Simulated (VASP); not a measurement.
Input of a VASP 6.6.1 run:

INCAR

```
ALGO = Normal
EDIFF = 1E-6
ENCUT = 520
GGA = PE
ISIF = 2
ISMEAR = -1
LASPH = T
LCHARG = F
LREAL = Auto
LWAVE = F
NBANDS = 40
NELM = 60
PREC = Accurate
SIGMA = 0.05
```

File KPOINTS:

```
k-points
0
Gamma
  3 3 3
```

Contents of POSCAR:

```
Li
1.0
    6.9800000000      0.0000000000      0.0000000000
    0.0000000000      6.9800000000      0.0000000000
    0.0000000000      0.0000000000      6.9800000000
Li
17
Direct
    0.0159345272      0.0010090258      0.0153191977
    0.4389000000     -0.0496320917     -0.1099121777
   -0.0058603152      0.4645712034      0.0270491404
    0.0142008596     -0.0213467049      0.4920007163
    0.2697984241      0.2436941261      0.2555820917
    0.5075038682      0.4807479943     -0.0056080229
    0.5071077364     -0.0176853868      0.4995097421
    0.7987961318      0.3094818052      0.3588985673
    0.0482679083      0.5429484241      0.4765300860
    0.2855631805      0.7551194842      0.2233577364
    0.2326573066      0.2563418338      0.7303739255
    0.4942679083      0.5178146132      0.5204597421
    0.7494217765      0.7345306590      0.2357663324
    0.7682775072      0.2427608883      0.7502671920
    0.2061372493      0.7005157593      0.7738055874
    0.7715340974      0.7374032951      0.7584881089
    0.6431987106      0.1056246418      0.1241851003
```

Potentials or basis: VASP PAW PBE potentials, release 64 (Li_sv).

Run with:

```console
$ cat potpaw_PBE.64/Li_sv/POTCAR > POTCAR
$ mpirun -np 1 vasp_std > vasp.out
```

Problem. Predict the band gap on the k mesh.

Solution. Zero (an odd number of electrons rules out a gap without spin polarisation).

Problem. What does it give for the largest force?

Solution. 0.008 eV/Å.

Forces in eV/Å, atoms in the order of the input:
```
Li   0.007 -0.001  0.002
Li   0.001 -0.003 -0.005
Li   0.000 -0.005 -0.001
Li   0.002  0.002 -0.002
Li   0.002  0.000 -0.001
Li  -0.002 -0.003  0.002
Li  -0.001 -0.001  0.002
Li  -0.001  0.005  0.001
Li   0.000 -0.002  0.004
Li   0.002  0.001  0.000
Li   0.001  0.004 -0.003
Li   0.000  0.000 -0.001
Li  -0.003 -0.001  0.003
Li   0.000 -0.005 -0.004
Li  -0.003  0.002  0.001
Li  -0.001  0.001  0.000
Li  -0.003  0.007  0.001
```
